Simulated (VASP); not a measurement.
A run of VASP 6.6.1 is set up as follows.

The input INCAR:

```
SYSTEM = CdS
  PREC = Accurate
  ENCUT = 520
  EDIFF = 1E-7
  ISMEAR = 0
  SIGMA = 0.01
  LREAL = .False.
  LASPH = .True.
  NELM = 150
  ALGO = Normal
  ISIF = 2
  LWAVE = .False.
  LCHARG = .False.
  MAGMOM = 0 0 0 0 0 0
  LORBIT = 11
  LSORBIT = .True.
  GGA_COMPAT = .False.
  LORBMOM = .True.
  GGA = PS
  NBANDS = 30
```

File KPOINTS:

```
regular mesh
0
Gamma
  8 8 8
  0 0 0
```

File POSCAR:

```
CdS
1.0
    2.9464493508      2.9464493508      0.0000000000
   -2.9464493508      2.9464493508      0.0000000000
    0.0000000000      2.9464493508      2.9464493508
Cd S
1 1
Direct
    0.0000000000      0.0000000000      0.0000000000
    0.7500000000      0.2500000000      0.5000000000
```

Potentials or basis: VASP PAW PBE potentials, release 64 (Cd, S).

The run is started by

```console
$ cat potpaw_PBE.64/Cd/POTCAR potpaw_PBE.64/S/POTCAR > POTCAR
$ mpirun -np 1 vasp_ncl > vasp.out
```

What does it give for the pressure?

-1.7 GPa.

Estimate the net moment.

0.00 μB per cell.

Moments on the atoms (μB; x, y, z):
```
Cd  0.00 0.00 0.00
S   0.00 0.00 0.00
```

Caveat: the PAW data sets were made with another functional, which shifts forces and pressure a little.
